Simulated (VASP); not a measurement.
Write the native input for VASP 6.6.1 that does the following.

```yaml
Task: single point
Functional: PBE
Dispersion: D3(BJ)
Potentials_or_basis: VASP PAW PBE potentials, release 64 (Si, Ga_d)
Cutoff: 520 eV
k_mesh: 2 × 2 × 2
Occupations: gaussian, width 0.02 eV
Spin: collinear spin, zero start
Starting_moments: "[0.0, 0.0, 0.0, 0.0, 0.0, 0.0, 0.0, 0.0, 0.0, 0.0, 0.0, 0.0, 0.0, 0.0, 0.0, 0.0, 0.0] μB"
Dipole_correction: no
Further_INCAR_settings: LREAL = Auto; ALGO = Normal; EDIFF = 1e-06; NBANDS = 56
```

The structure of GaSi16 (a cell with a defect) lies in POSCAR:

```
GaSi16
1.0
    0.0000000000      5.4300000000      5.4300000000
    5.4300000000      0.0000000000      5.4300000000
    5.4300000000      5.4300000000      0.0000000000
Si Ga
16 1
Direct
    0.0209882136      0.0204812155     -0.0624217311
    0.1133819521      0.1129108656      0.1133191529
   -0.0023262431     -0.0028186924      0.4902835175
    0.1462426335      0.1457430018      0.5618072744
   -0.0262842541      0.5082172192      0.0094046961
    0.1133989871      0.6599120626      0.1133227440
   -0.0023243094      0.5143957643      0.4902878453
    0.1102474217      0.6260488950      0.6371945672
    0.5087091160     -0.0267820442      0.0093984346
    0.6604253223      0.1129076427      0.1133210866
    0.5148970534     -0.0028197053      0.4902850829
    0.6265472376      0.1097511050      0.6371908840
    0.5086975138      0.5082177716      0.0094056169
    0.6065230203      0.6060182320      0.1809734807
    0.4816850829      0.4811876611      0.5554786372
    0.6265450276      0.6260483425      0.6371956722
    0.2913441989      0.2908200737      1.1265303867
```

These files were run (other wordings do the same):

INCAR

```
SYSTEM = GaSi16
  PREC = Accurate
  ENCUT = 520
  EDIFF = 1E-6
  ISMEAR = 0
  SIGMA = 0.02
  LREAL = Auto
  LASPH = .True.
  NELM = 150
  ALGO = Normal
  ISIF = 2
  LWAVE = .False.
  LCHARG = .False.
  ISPIN = 2
  MAGMOM = 0 0 0 0 0 0 0 0 0 0 0 0 0 0 0 0 0
  LORBIT = 11
  GGA = PE
  IVDW = 12
  NBANDS = 56
```

KPOINTS

```
Automatic mesh
0
Gamma
  2 2 2
  0 0 0
```

Potentials or basis: VASP PAW PBE potentials, release 64 (Si, Ga_d).

Run with:

```console
$ cat potpaw_PBE.64/Si/POTCAR potpaw_PBE.64/Ga_d/POTCAR > POTCAR
$ mpirun -np 1 vasp_std > vasp.out
```

Results of the run:

The pressure is 2.5 GPa, the largest force is 1.020 eV/Å and the net moment is 0.00 μB per cell. The valence electrons inside the program's atomic spheres are Si 1.73, 1.67, 1.69, 1.70; Ga 11.89. The dispersion energy per atom is -0.331 eV.

Caveat: the k points lie up to 0.50 Å⁻¹ apart.

It took 11 min on 1 thread of AMD EPYC 7R13, on a shared host, peak memory 0.67 GiB.
